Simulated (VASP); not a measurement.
# Ga (I4/mmm) in VASP: a series of runs

Runs on Ga. Level: PBEsol. Tasks: single point.

All numbers are computed with VASP 6.6.1; they aren't measurements. Logs are shortened: lines on timing, memory, paths and dates and some standing lists are left out, and cuts for length are marked.

### Step 1. The cell of the first run

The structure is tetragonal, space group I4/mmm (No. 139). Conventional cell: a = 3.025 Å, b = 3.025 Å, c = 3.842 Å, α = 90.00°, β = 90.00°, γ = 90.00°. Ga (site symmetry 4/mmm) has 12 Ga at 2.87 to 3.02 Å within 3.8 Å.

### Step 2. Single point, PBEsol

The input, INCAR:

```
SYSTEM = Ga
  ALGO = Fast
  EDIFF = 1E-6
  ENCUT = 520
  GGA = PS
  ISIF = 2
  ISMEAR = 0
  LASPH = .True.
  LCHARG = .False.
  LREAL = .False.
  LWAVE = .False.
  NBANDS = 12
  NELM = 60
  PREC = Accurate
  SIGMA = 0.15
```

The input, KPOINTS:

```
k-points
0
Gamma
  26 26 26
  0 0 0
```

The input, POSCAR:

```
Ga
1.0
   -1.5124131524      1.5124131524      1.9208939696
    1.5124131524     -1.5124131524      1.9208939696
    1.5124131524      1.5124131524     -1.9208939696
Ga
1
Direct
    0.0000000000      0.0000000000      0.0000000000
```

Potentials or basis: VASP PAW PBE potentials, release 64 (Ga_d).

Started as:

```console
$ cat potpaw_PBE.64/Ga_d/POTCAR > POTCAR
$ mpirun -np 1 vasp_std > vasp.out
```

OUTCAR:

```text
SYSTEM = Ga
   EDIFF = 1E-6
   ENCUT = 520
   GGA = PS
   ISIF = 2
   ISMEAR = 0
   LASPH = .True.
   LREAL = .False.
   NELM = 60
   PREC = Accurate

 ion  position               nearest neighbor table
   1  0.000  0.000  0.000-

  LATTYP: Found a body centered tetragonal cell.
 ALAT       =     3.0248263048
 C/A-ratio  =     1.2700854701

  Lattice vectors:

 A1 = (  -1.5124131524,   1.5124131524,   1.9208939696)
 A2 = (   1.5124131524,  -1.5124131524,   1.9208939696)
 A3 = (   1.5124131524,   1.5124131524,  -1.9208939696)

Analysis of symmetry for initial positions (statically):
=====================================================================
 Subroutine PRICEL returns:
 Original cell was already a primitive cell.

 Routine SETGRP: Setting up the symmetry group for a
 body centered tetragonal supercell.

 Subroutine GETGRP returns: Found 16 space group operations
 (whereof 16 operations were pure point group operations)
 out of a pool of 16 trial point group operations.

The static configuration has the point symmetry D_4h.

Analysis of symmetry for dynamics (positions and initial velocities):
=====================================================================
 Subroutine PRICEL returns:
 Original cell was already a primitive cell.

 Routine SETGRP: Setting up the symmetry group for a
 body centered tetragonal supercell.

 Subroutine GETGRP returns: Found 16 space group operations
 (whereof 16 operations were pure point group operations)
 out of a pool of 16 trial point group operations.

The dynamic configuration has the point symmetry D_4h.

 Subroutine INISYM returns: Found 16 space group operations
 (whereof 16 operations are pure point group operations),
 and found     1 'primitive' translations

----------------------------------------------------------------------------------------

                                     Primitive cell

  volume of cell :      17.5754

  direct lattice vectors                    reciprocal lattice vectors
    -1.512413152  1.512413152  1.920893970     0.000000000  0.330597495  0.260295471
     1.512413152 -1.512413152  1.920893970     0.330597495  0.000000000  0.260295471
     1.512413152  1.512413152 -1.920893970     0.330597495  0.330597495  0.000000000

  length of vectors
     2.874825339  2.874825339  2.874825339     0.420771239  0.420771239  0.467535462

  position of ions in fractional coordinates (direct lattice)
     0.000000000  0.000000000  0.000000000

  ion indices of the primitive-cell ions
   primitive index   ion index
                 1           1

----------------------------------------------------------------------------------------

 KPOINTS: k-points

Automatic generation of k-mesh.
 Grid dimensions read from file:
 generate k-points for:   26   26   26

 Generating k-lattice:

  Cartesian coordinates                     Fractional coordinates (reciprocal lattice)
     0.000000000  0.012715288  0.010011364     0.038461538  0.000000000  0.000000000
     0.012715288  0.000000000  0.010011364     0.000000000  0.038461538  0.000000000
     0.012715288  0.012715288  0.000000000     0.000000000  0.000000000  0.038461538

  Length of vectors
     0.016183509  0.016183509  0.017982133

  Shift w.r.t. Gamma in fractional coordinates (k-lattice)
     0.000000000  0.000000000  0.000000000

 Subroutine IBZKPT returns following result:
 ===========================================

 Found   1330 irreducible k-points:

 Following reciprocal coordinates:
            Coordinates               Weight
  0.000000  0.000000  0.000000      1.000000
  0.038462  0.000000  0.000000      8.000000
  0.076923  0.000000  0.000000      8.000000
  0.115385  0.000000 -0.000000      8.000000
  0.153846  0.000000  0.000000      8.000000
  0.192308 -0.000000  0.000000      8.000000
[... 16 lines left out ...]
  0.346154  0.038462  0.000000     16.000000
  0.384615  0.038462  0.000000     16.000000
 [... further k-points ...]
   k-points           NKPTS =   1330   k-points in BZ     NKDIM =   1330   number of bands    NBANDS=     12
   number of dos      NEDOS =    301   number of ions     NIONS =      1
   total plane-waves  NPLWV =  13824
   dimension x,y,z NGX =    24 NGY =   24 NGZ =   24
   dimension x,y,z NGXF=    48 NGYF=   48 NGZF=   48
   ions per type =               1
   NGX,Y,Z   is equivalent  to a cutoff of  13.88, 13.88, 13.88 a.u.
   NGXF,Y,Z  is equivalent  to a cutoff of  27.76, 27.76, 27.76 a.u.
 SYSTEM =  Ga
   PREC   = accura    normal or accurate (medium, high low for compatibility)
   ISTART =      0    job   : 0-new  1-cont  2-samecut
   ICHARG =      2    charge: 1-file 2-atom 10-const
   ISPIN  =      1    spin polarized calculation?
   LNONCOLLINEAR =      F non collinear calculations
   LSORBIT =      F    spin-orbit coupling
   LASPH  =      T    aspherical Exc in radial PAW
   ENCUT  =  520.0 eV  38.22 Ry    6.18 a.u.   5.35  5.35  5.35*2*pi/ulx,y,z
   NELM   =     60;   NELMIN=  2; NELMDL= -5     # of ELM steps
   EDIFF  = 0.1E-05   stopping-criterion for ELM
   LREAL  =      F    real-space projection
   EDIFFG = 0.1E-04   stopping-criterion for IOM
   NSW    =      0    number of steps for IOM
   IBRION =     -1    ionic relax: 0-MD 1-quasi-New 2-CG
   NFREE  =      0    steps in history (QN), initial steepest desc. (CG)
   ISIF   =      2    stress and relaxation
   ISYM   =      2    0-nonsym 1-usesym 2-fastsym
   POTIM  = 0.5000    time-step for ionic-motion
   TEBEG  =    0.0;   TEEND  =   0.0 temperature during run
   PSTRESS=    0.0 pullay stress
   NELECT =      13.0000    total number of electrons
   NUPDOWN=      -1.0000    fix difference up-down
   EMIN   =  10.00;   EMAX   =-10.00  energy-range for DOS
   EFERMI =   0.00;   METHOD = LEGACY
   ISMEAR =     0;   SIGMA  =   0.15  broadening in eV -4-tet -1-fermi 0-gaus
   EFERMI_NEDOS =   21; number of points for ismear=-14 and -15
   IALGO  =     68    algorithm
   IMIX   =      4    mixing-type and parameters
     AMIX     =   0.40;   BMIX     =  1.00
     AMIX_MAG =   1.60;   BMIX_MAG =  1.00
  volume/ion in A,a.u.               =      17.58       118.60
  Fermi-wavevector in a.u.,A,eV,Ry     =   1.480544  2.797822 29.824096  2.192009
  Thomas-Fermi vector in A             =   2.594565
   LORBIT       =      0    0 simple, 1 ext, 2 COOP (PROOUT), +10 PAW based schemes
   GGA     = PS    functional components
   LHFCALC =     F    Hartree Fock is set to
   AEXX    =    0.0000 exact exchange contribution
   IVDW    =     0    specifies the selected vdW correction
   LEPSILON=     F    determine dielectric tensor
   LRPA    =     F    only Hartree local field effects (RPA)
 non-spin polarized calculation
 RMM-DIIS sequential band-by-band and
 Gauss-broadening in eV      SIGMA  =   0.15
  energy-cutoff  :      520.00
  volume of cell :       17.58
 maximum number of plane-waves:       495
 NGX is ok and might be reduce to    24

 number of electron      12.9999994 magnetization

 Free energy of the ion-electron system (eV)
  ---------------------------------------------------
  ext. energy  EPLUGINS =         0.00000000
  ---------------------------------------------------
  free energy    TOTEN  =        -3.33349787 eV

  energy without entropy =       -3.32906714  energy(sigma->0) =       -3.33128250

 E-fermi :   6.0845     XC(G=0): -11.5120

 val. band max:        6.0790826638   @ k =  -0.3462  -0.4231   0.0385
 cond. band min:       6.0892031363   @ k =  -0.1923   0.4231   0.0385
 fundamental gap:      0.0101204725
 Fermi energy:         6.0845278597

 k-point     1 :       0.0000    0.0000    0.0000
  band No.  band energies     occupation
      1      -8.8578      2.00000
      2      -8.8578      2.00000
      3      -8.7560      2.00000
      4      -8.7405      2.00000
      5      -8.6332      2.00000
      6      -5.5301      2.00000
      7      18.9448      0.00000
      8      19.2512      0.00000
      9      19.2512      0.00000
     10      22.4994      0.00000
     11      22.7869      0.00000
     12      22.7871      0.00000

 k-point     2 :       0.0385    0.0000    0.0000
  band No.  band energies     occupation
      1      -8.8569      2.00000
      2      -8.8554      2.00000
      3      -8.7557      2.00000
      4      -8.7402      2.00000
      5      -8.6341      2.00000
      6      -5.4899      2.00000
      7      18.5087      0.00000
      8      19.0357      0.00000
      9      19.1008      0.00000
     10      21.8799      0.00000
     11      22.9771      0.00000
     12      23.1866      0.00000

 k-point     3 :       0.0769    0.0000    0.0000
  band No.  band energies     occupation
      1      -8.8548      2.00000
      2      -8.8492      2.00000
      3      -8.7546      2.00000
      4      -8.7387      2.00000
      5      -8.6367      2.00000
      6      -5.3690      2.00000
      7      17.1871      0.00000
      8      18.7289      0.00000
      9      18.8339      0.00000
     10      21.5317      0.00000
     11      23.4332      0.00000
     12      23.5452      0.00000
[... 286 lines left out ...]
 k-point    23 :       0.3462    0.0385    0.0000
  band No.  band energies     occupation
      1      -8.9045      2.00000
      2      -8.8592      2.00000
      3      -8.7548      2.00000
      4      -8.6155      2.00000
      5      -8.5811      2.00000
      6      -1.8790      2.00000
      7       5.8498      1.97312
      8      15.1617      0.00000
      9      17.2008      0.00000
     10      20.6280      0.00000
     11      21.4390      0.00000
     12      22.7579      0.00000

 k-point    24 :       0.3846    0.0385    0.0000
  band No.  band energies     occupation
      1      -8.9157      2.00000
      2      -8.8656      2.00000
      3      -8.7597      2.00000
      4      -8.6028      2.00000
      5      -8.5606      2.00000
      6      -1.0663      2.00000
      7       4.5534      2.00000
      8      15.0472      0.00000
      9      17.0012      0.00000
     10      20.4278      0.00000
     11      21.2345      0.00000
     12      22.6098      0.00000

 [... further k-points ...]
[... 5 lines left out ...]
  --------------------------------------------------------------------------------------
  -------------------------------------------------------------------------------------
  Total        0.0330510      0.0330510      0.1503578      0.0000000     -0.0000000      0.0000000
  in kB        3.0129419      3.0129419     13.7066797      0.0000000     -0.0000000      0.0000000
  external PRESSURE =       6.5775212 kB  Pullay stress =       0.0000000 kB

 VOLUME and BASIS-vectors are now :
 -----------------------------------------------------------------------------
  energy-cutoff  :      520.00
  volume of cell :       17.58
      direct lattice vectors                 reciprocal lattice vectors
    -1.512413152  1.512413152  1.920893970     0.000000000  0.330597495  0.260295471
     1.512413152 -1.512413152  1.920893970     0.330597495  0.000000000  0.260295471
     1.512413152  1.512413152 -1.920893970     0.330597495  0.330597495  0.000000000

 POSITION                                       TOTAL-FORCE (eV/Angst)
 -----------------------------------------------------------------------------------
      0.00000      0.00000      0.00000         0.000000     -0.000000      0.000000
 -----------------------------------------------------------------------------------
    total drift:                                0.000000      0.000000      0.000000

  FREE ENERGIE OF THE ION-ELECTRON SYSTEM (eV)
  ---------------------------------------------------
  free  energy   TOTEN  =        -3.3334978661 eV

  energy  without entropy=       -3.3290671431  energy(sigma->0) =       -3.33128250
```

Wall time 2.9 min (1 thread of AMD EPYC 9R45 (Zen 5), shared host); peak memory 0.34 GiB.

What came out:

```yaml
Free_energy: -3.3335 eV
Pressure: 0.7 GPa
```

Stress tensor (GPa, compression positive):
```
0.30 0.00 0.00
0.00 0.30 0.00
0.00 0.00 1.37
```

Levels at points of the mesh, in eV from the Fermi level:
| k point | band 2 | band 3 | band 4 | band 5 | band 6 | band 7 | band 8 | band 9 | band 10 | band 11 |
| --- | --- | --- | --- | --- | --- | --- | --- | --- | --- | --- |
| (0.00, 0.00, 0.00) | -14.94 | -14.84 | -14.83 | -14.72 | -11.61 | 12.86 | 13.17 | 13.17 | 16.41 | 16.70 |
| (0.50, 0.00, 0.00) | -14.96 | -14.85 | -14.67 | -14.62 | -4.98 | -4.31 | 9.30 | 10.99 | 13.90 | 14.42 |
| (0.50, 0.50, 0.00) | -15.06 | -14.66 | -14.66 | -14.58 | -3.25 | -2.97 | 5.50 | 6.26 | 9.29 | 9.79 |
| (0.50, 0.50, 0.50) | -15.06 | -14.65 | -14.60 | -14.60 | -1.74 | -0.62 | 3.94 | 3.94 | 7.49 | 7.66 |

Caveat: the PAW data sets were made with another functional, which shifts forces and pressure a little.

### Step 3. Single point, PBEsol

This run uses another cell than the first one, of the same volume but with other edges.

The input, INCAR:

```
PREC     = Accurate       # precision mode
ENCUT    = 520            # plane-wave cutoff, eV
EDIFF    = 1E-6           # SCF threshold, eV
ISMEAR   = 0              # smearing method
SIGMA    = 0.15           # smearing width, eV
LREAL    = False          # projectors in reciprocal space
LASPH    = True           # aspherical terms in the spheres
NELM     = 60             # most SCF steps
ALGO     = Fast           # electronic algorithm
ISIF     = 2              # what is computed and relaxed
LWAVE    = False          # write WAVECAR
LCHARG   = False          # write CHGCAR
GGA      = PS             # functional
NBANDS   = 12             # bands
```

The input, KPOINTS:

```
regular mesh
0
Gamma
  26 26 26
```

The input, POSCAR:

```
Ga
1.0
   -1.2864294992      1.2864294992      2.6550475498
    1.2864294992     -1.2864294992      2.6550475498
    1.2864294992      1.2864294992     -2.6550475498
Ga
1
Direct
    0.0000000000      0.0000000000      0.0000000000
```

Potentials or basis: VASP PAW PBE potentials, release 64 (Ga_d).

Started as:

```console
$ cat potpaw_PBE.64/Ga_d/POTCAR > POTCAR
$ mpirun -np 1 vasp_std > vasp.out
```

Run time: 2.7 min. Hardware: 1 thread of AMD EPYC 9R45 (Zen 5), shared host; peak memory 0.34 GiB.

The run converged. Its results:

```yaml
Free_energy: -3.2535 eV
Pressure: 3.9 GPa
```

Stress tensor (GPa, compression positive):
```
 7.59  0.00  0.00
 0.00  7.59  0.00
 0.00  0.00 -3.60
```

Levels at points of the mesh, in eV from the Fermi level:
```
           k point  band 3  band 4  band 5  band 6  band 7  band 8  band 9  band 10
(0.00, 0.00, 0.00)  -14.75  -14.75  -14.58  -11.58    8.42   12.56   13.89    13.89
(0.50, 0.00, 0.00)  -14.78  -14.67  -14.61   -4.50   -4.11    5.22    8.97    16.02
(0.50, 0.50, 0.00)  -14.84  -14.68  -14.38   -0.86    1.04    2.63    5.88     7.37
(0.50, 0.50, 0.50)  -14.66  -14.66  -14.56   -7.00   -4.81   10.21   10.21    13.01
```

Caveat: the PAW data sets were made with another functional, which shifts forces and pressure a little.
